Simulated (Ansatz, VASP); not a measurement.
Two plane-wave programs on BeZn2Se3

```xyz
12
Lattice="0.2000 0.1747 6.4612 6.6438 0.0356 0.2101 -3.2910 5.9279 0.0539" Properties=species:S:1:pos:R:3 pbc="T T T"
Be    3.6021    1.9508    3.3646
Be   -0.1459    4.0677    3.2183
Zn    1.1876    2.0724    0.0515
Zn    4.4253    4.1281    0.1891
Zn    4.4346   -0.0763    0.3130
Zn    0.4249    0.3730    3.3762
Se    1.1020    2.2842    2.4049
Se   -2.3046    3.7574    2.4864
Se    4.3560    0.0510    2.5485
Se    3.7188    1.8072    5.7708
Se    0.1397    4.2818    5.5690
Se    0.1643    0.1093    5.8948
```

Change from the starting cell: cell x1, atoms moved at random (sigma 0.15 Å) and cell strained at random (1.5 %), then relaxed without symmetry.

Alike in both runs: task relaxation of cell and atoms; functional PBE; k mesh 2 × 3 × 3; occupations gaussian, width 0.1 eV; no spin polarisation.

|  | VASP | Ansatz |
| --- | --- | --- |
| version | VASP 6.6.1 | Ansatz 0.2.0 |
| potentials or method | VASP PAW PBE potentials, release 64 (Be, Zn, Se), cutoff 600 eV | scalar-relativistic, plane waves, PAW |
| valence electrons in the cell | 88 | 148 |

|  | VASP | Ansatz | Ansatz less VASP |
| --- | --- | --- | --- |
| gap on the k mesh at the Fermi level, each at its own relaxed structure (eV) | 1.85 | 1.87 | +0.020 |
| relaxed volume (Å³/atom) | 21.41 | 21.33 | -0.079 |
| relaxed cell length with the largest relative difference (Å) | 6.786 | 6.774 | -0.0113 |

VASP's potentials hold 88 valence electrons a cell and Ansatz's 148, so a difference there can come from the potentials and not from the codes.

The k mesh is coarse, so the values compare programs but aren't converged.
